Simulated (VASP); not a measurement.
# Zr3Ag (P4/mmm) in VASP: notebook, part 2 of 2

VASP 6.6.1. Earlier steps stand in the parts before.

### 4 Single point, LDA (zz strain of -1 %)

INCAR

```
SYSTEM = Zr3Ag
ALGO = Normal ; EDIFF = 1E-6
ENCUT = 520 ; GGA = CA
ISIF = 2 ; ISMEAR = -1
LASPH = .True. ; LCHARG = .False.
LREAL = .False. ; LWAVE = .False.
NBANDS = 32 ; NELM = 80
PREC = Accurate ; SIGMA = 0.05
```

KPOINTS

```
k-points
0
Gamma
  7 7 8
  0 0 0
```

POSCAR

```
Zr3Ag
1.0
    4.5660000000      0.0000000000      0.0000000000
    0.0000000000      4.5660000000      0.0000000000
    0.0000000000      0.0000000000      3.9461400000
Zr Ag
3 1
Direct
    0.5000000000      0.5000000000      0.0000000000
    0.0000000000      0.5000000000      0.5000000000
    0.5000000000      0.0000000000      0.5000000000
    0.0000000000      0.0000000000      0.0000000000
```

Potentials or basis: VASP PAW LDA potentials, release 64 (Zr_sv, Ag).

The run is started by

```bash
$ cat potpaw_LDA.64/Zr_sv/POTCAR potpaw_LDA.64/Ag/POTCAR > POTCAR
$ mpirun -np 1 vasp_std > vasp.out
```

OUTCAR:

```text
SYSTEM = Zr3Ag
   EDIFF = 1E-6
   ENCUT = 520
   GGA = CA
   ISIF = 2
   ISMEAR = -1
   LASPH = .True.
   LREAL = .False.
   NELM = 80
   PREC = Accurate

 ion  position               nearest neighbor table
   1  0.500  0.500  0.000-   2 3.02   3 3.02   2 3.02   3 3.02   3 3.02   3 3.02   2 3.02   2 3.02
                             4 3.23   4 3.23   4 3.23   4 3.23
   2  0.000  0.500  0.500-   1 3.02   4 3.02   1 3.02   4 3.02   4 3.02   4 3.02   1 3.02   1 3.02
                             3 3.23   3 3.23   3 3.23   3 3.23
   3  0.500  0.000  0.500-   1 3.02   4 3.02   1 3.02   4 3.02   1 3.02   1 3.02   4 3.02   4 3.02
                             2 3.23   2 3.23   2 3.23   2 3.23
   4  0.000  0.000  0.000-   2 3.02   3 3.02   2 3.02   3 3.02   2 3.02   2 3.02   3 3.02   3 3.02
                             1 3.23   1 3.23   1 3.23   1 3.23

  LATTYP: Found a simple tetragonal cell.
 ALAT       =     4.5660000000
 C/A-ratio  =     0.8642444152

  Lattice vectors:

 A1 = (   4.5660000000,   0.0000000000,   0.0000000000)
 A2 = (   0.0000000000,   4.5660000000,   0.0000000000)
 A3 = (   0.0000000000,   0.0000000000,   3.9461400000)

Analysis of symmetry for initial positions (statically):
=====================================================================
 Subroutine PRICEL returns:
 Original cell was already a primitive cell.

 Routine SETGRP: Setting up the symmetry group for a
 simple tetragonal supercell.

 Subroutine GETGRP returns: Found 16 space group operations
 (whereof 16 operations were pure point group operations)
 out of a pool of 16 trial point group operations.

The static configuration has the point symmetry D_4h.

Analysis of symmetry for dynamics (positions and initial velocities):
=====================================================================
 Subroutine PRICEL returns:
 Original cell was already a primitive cell.

 Routine SETGRP: Setting up the symmetry group for a
 simple tetragonal supercell.

 Subroutine GETGRP returns: Found 16 space group operations
 (whereof 16 operations were pure point group operations)
 out of a pool of 16 trial point group operations.

The dynamic configuration has the point symmetry D_4h.

 Subroutine INISYM returns: Found 16 space group operations
 (whereof 16 operations are pure point group operations),
 and found     1 'primitive' translations

----------------------------------------------------------------------------------------

                                     Primitive cell

  volume of cell :      82.2705

  direct lattice vectors                    reciprocal lattice vectors
     4.566000000  0.000000000  0.000000000     0.219010074  0.000000000  0.000000000
     0.000000000  4.566000000  0.000000000     0.000000000  0.219010074  0.000000000
     0.000000000  0.000000000  3.946140000     0.000000000  0.000000000  0.253412195

  length of vectors
     4.566000000  4.566000000  3.946140000     0.219010074  0.219010074  0.253412195

  position of ions in fractional coordinates (direct lattice)
     0.500000000  0.500000000  0.000000000
     0.000000000  0.500000000  0.500000000
     0.500000000  0.000000000  0.500000000
     0.000000000  0.000000000  0.000000000

[... 29 lines left out ...]
 ===========================================

 Found     50 irreducible k-points:

 Following reciprocal coordinates:
            Coordinates               Weight
  0.000000  0.000000  0.000000      1.000000
  0.142857  0.000000  0.000000      4.000000
  0.285714  0.000000  0.000000      4.000000
  0.428571  0.000000  0.000000      4.000000
  0.142857  0.142857  0.000000      4.000000
  0.285714  0.142857  0.000000      8.000000
[... 16 lines left out ...]
  0.285714  0.000000  0.250000      8.000000
  0.428571  0.000000  0.250000      8.000000
 [... further k-points ...]
   k-points           NKPTS =     50   k-points in BZ     NKDIM =     50   number of bands    NBANDS=     32
   number of dos      NEDOS =    301   number of ions     NIONS =      4
   total plane-waves  NPLWV =  38880
   dimension x,y,z NGX =    36 NGY =   36 NGZ =   30
   dimension x,y,z NGXF=    72 NGYF=   72 NGZF=   60
   ions per type =               3   1
   NGX,Y,Z   is equivalent  to a cutoff of  13.11, 13.11, 12.64 a.u.
   NGXF,Y,Z  is equivalent  to a cutoff of  26.21, 26.21, 25.28 a.u.
 SYSTEM =  Zr3Ag
   PREC   = accura    normal or accurate (medium, high low for compatibility)
   ISTART =      0    job   : 0-new  1-cont  2-samecut
   ICHARG =      2    charge: 1-file 2-atom 10-const
   ISPIN  =      1    spin polarized calculation?
   LNONCOLLINEAR =      F non collinear calculations
   LSORBIT =      F    spin-orbit coupling
   LASPH  =      T    aspherical Exc in radial PAW
   ENCUT  =  520.0 eV  38.22 Ry    6.18 a.u.   8.49  8.49  7.34*2*pi/ulx,y,z
   NELM   =     80;   NELMIN=  2; NELMDL= -5     # of ELM steps
   EDIFF  = 0.1E-05   stopping-criterion for ELM
   LREAL  =      F    real-space projection
   EDIFFG = 0.1E-04   stopping-criterion for IOM
   NSW    =      0    number of steps for IOM
   IBRION =     -1    ionic relax: 0-MD 1-quasi-New 2-CG
   NFREE  =      0    steps in history (QN), initial steepest desc. (CG)
   ISIF   =      2    stress and relaxation
   ISYM   =      2    0-nonsym 1-usesym 2-fastsym
   POTIM  = 0.5000    time-step for ionic-motion
   TEBEG  =    0.0;   TEEND  =   0.0 temperature during run
   PSTRESS=    0.0 pullay stress
   NELECT =      47.0000    total number of electrons
   NUPDOWN=      -1.0000    fix difference up-down
   EMIN   =  10.00;   EMAX   =-10.00  energy-range for DOS
   EFERMI =   0.00;   METHOD = LEGACY
   ISMEAR =    -1;   SIGMA  =   0.05  broadening in eV -4-tet -1-fermi 0-gaus
   EFERMI_NEDOS =   21; number of points for ismear=-14 and -15
   IALGO  =     38    algorithm
   IMIX   =      4    mixing-type and parameters
     AMIX     =   0.40;   BMIX     =  1.00
     AMIX_MAG =   1.60;   BMIX_MAG =  1.00
  volume/ion in A,a.u.               =      20.57       138.80
  Fermi-wavevector in a.u.,A,eV,Ry     =   1.358395  2.566994 25.105966  1.845236
  Thomas-Fermi vector in A             =   2.485232
   LORBIT       =      0    0 simple, 1 ext, 2 COOP (PROOUT), +10 PAW based schemes
   GGA     = CA    functional components
   LHFCALC =     F    Hartree Fock is set to
   AEXX    =    0.0000 exact exchange contribution
   IVDW    =     0    specifies the selected vdW correction
   LEPSILON=     F    determine dielectric tensor
   LRPA    =     F    only Hartree local field effects (RPA)
 non-spin polarized calculation
  energy-cutoff  :      520.00
  volume of cell :       82.27
 maximum number of plane-waves:      2247
 NGX is ok and might be reduce to    36
   NGX = 17   NGY = 17   NGZ = 15

 number of electron      46.9999997 magnetization

 Free energy of the ion-electron system (eV)
  ---------------------------------------------------
  ext. energy  EPLUGINS =         0.00000000
  ---------------------------------------------------
  free energy    TOTEN  =       -31.66006103 eV

  energy without entropy =      -31.61363119  energy(sigma->0) =      -31.63684611

 E-fermi :   9.1385     XC(G=0): -11.8100

 val. band max:        9.1362225923   @ k =   0.2857   0.1429   0.2500
 cond. band min:       9.1457560776   @ k =   0.4286   0.1429   0.3750
 fundamental gap:      0.0095334853
 Fermi energy:         9.1384849127

 k-point     1 :       0.0000    0.0000    0.0000
  band No.  band energies     occupation
      1     -39.1341      2.00000
      2     -38.9942      2.00000
      3     -38.7202      2.00000
      4     -17.7198      2.00000
      5     -17.7198      2.00000
      6     -17.5886      2.00000
[... 829 lines left out ...]
     31      13.0220      0.00000
     32      13.4791      0.00000

 [... further k-points ...]

------------------------ aborting loop because EDIFF is reached ----------------------------------------

  FORCE on cell =-STRESS in cart. coord.  units (eV):
  Direction    XX          YY          ZZ          XY          YZ          ZX
  --------------------------------------------------------------------------------------
  -------------------------------------------------------------------------------------
  Total       -2.3525159     -2.3525159     -1.2753115      0.0000000      0.0000000     -0.0000000
  in kB      -45.8140675    -45.8140675    -24.8360515      0.0000000      0.0000000     -0.0000000
  external PRESSURE =     -38.8213955 kB  Pullay stress =       0.0000000 kB

 VOLUME and BASIS-vectors are now :
 -----------------------------------------------------------------------------
  energy-cutoff  :      520.00
  volume of cell :       82.27
      direct lattice vectors                 reciprocal lattice vectors
     4.566000000  0.000000000  0.000000000     0.219010074  0.000000000  0.000000000
     0.000000000  4.566000000  0.000000000     0.000000000  0.219010074  0.000000000
     0.000000000  0.000000000  3.946140000     0.000000000  0.000000000  0.253412195

 POSITION                                       TOTAL-FORCE (eV/Angst)
 -----------------------------------------------------------------------------------
      2.28300      2.28300      0.00000         0.000000      0.000000      0.000000
      0.00000      2.28300      1.97307         0.000000      0.000000      0.000000
      2.28300      0.00000      1.97307         0.000000      0.000000      0.000000
      0.00000      0.00000      0.00000         0.000000      0.000000      0.000000
 -----------------------------------------------------------------------------------
    total drift:                                0.000000      0.000000      0.000000

  FREE ENERGIE OF THE ION-ELECTRON SYSTEM (eV)
  ---------------------------------------------------
  free  energy   TOTEN  =       -31.6600610251 eV

  energy  without entropy=      -31.6136311947  energy(sigma->0) =      -31.63684611
```

OSZICAR:

```text
N       E                     dE             d eps       ncg     rms          rms(c)
DAV:   1     0.446962429894E+03    0.44696E+03   -0.24182E+04  3224   0.144E+03
DAV:   2    -0.538310274786E+00   -0.44750E+03   -0.43212E+03  3640   0.426E+02
DAV:   3    -0.320516031420E+02   -0.31513E+02   -0.30565E+02  5472   0.853E+01
DAV:   4    -0.336928799053E+02   -0.16413E+01   -0.16358E+01  4288   0.193E+01
DAV:   5    -0.337465326241E+02   -0.53653E-01   -0.53645E-01  4632   0.308E+00    0.212E+01
DAV:   6    -0.321750141474E+02    0.15715E+01   -0.95406E+00  3792   0.223E+01    0.103E+01
DAV:   7    -0.317235842580E+02    0.45143E+00   -0.23194E+00  4160   0.992E+00    0.413E+00
DAV:   8    -0.316665718249E+02    0.57012E-01   -0.34550E-01  4192   0.386E+00    0.102E+00
DAV:   9    -0.316601016506E+02    0.64702E-02   -0.34890E-02  4096   0.154E+00    0.691E-01
DAV:  10    -0.316607168547E+02   -0.61520E-03   -0.14311E-02  3968   0.908E-01    0.213E-01
DAV:  11    -0.316600461223E+02    0.67073E-03   -0.37789E-03  4000   0.408E-01    0.491E-02
DAV:  12    -0.316600612185E+02   -0.15096E-04   -0.20019E-04  4576   0.870E-02    0.177E-02
DAV:  13    -0.316600613520E+02   -0.13350E-06   -0.16932E-05  4192   0.299E-02    0.620E-03
DAV:  14    -0.316600610251E+02    0.32686E-06   -0.73857E-07  2640   0.773E-03
   1 F= -.31660061E+02 E0= -.31636846E+02  d E =-.464298E-01
```

It took 84 s on 1 thread of AMD EPYC 7R43 (Zen 3), shared host; peak memory 0.21 GiB.

What came out:

```
Free energy            : -31.6601 eV
Pressure               : -3.9 GPa
Band gap on the k mesh : zero (an odd number of electrons rules out a gap without spin polarisation)
```

Levels at points of the mesh, in eV from the Fermi level:
| k point | band 21 | band 22 | band 23 | band 24 | band 25 | band 26 | band 27 | band 28 |
| --- | --- | --- | --- | --- | --- | --- | --- | --- |
| (0.00, 0.00, 0.00) | -0.87 | -0.87 | -0.87 | -0.19 | 2.15 | 2.15 | 3.29 | 3.29 |
| (0.00, 0.00, 0.50) | -0.93 | -0.93 | -0.86 | 0.90 | 0.91 | 0.91 | 2.22 | 2.22 |

Caveat: the cell differs from its parent crystal (zz strain of -1 %); the cell stands under tension.

### 5 The runs side by side

| cell | gap on the mesh (eV) | pressure (GPa) |
| --- | --- | --- |
| a = 4.504, b = 4.504, c = 3.932 Å, 4 atoms | none | -0.6 |
| a = 4.566, b = 4.566, c = 3.906 Å, 4 atoms | none | -2.9 |
| a = 4.566, b = 4.566, c = 3.946 Å, 4 atoms | none | -3.9 |

Alike in all rows: task single point; level LDA; potentials or basis VASP PAW LDA potentials, release 64 (Zr_sv, Ag); no spin polarisation; k mesh 7 × 7 × 8; cutoff (eV) 520; smearing fermi-dirac 0.05 eV.

Caveats: the cell stands under tension (at least some runs).

Total energies depend on the potentials used, so only differences within one code and one set of settings carry meaning.
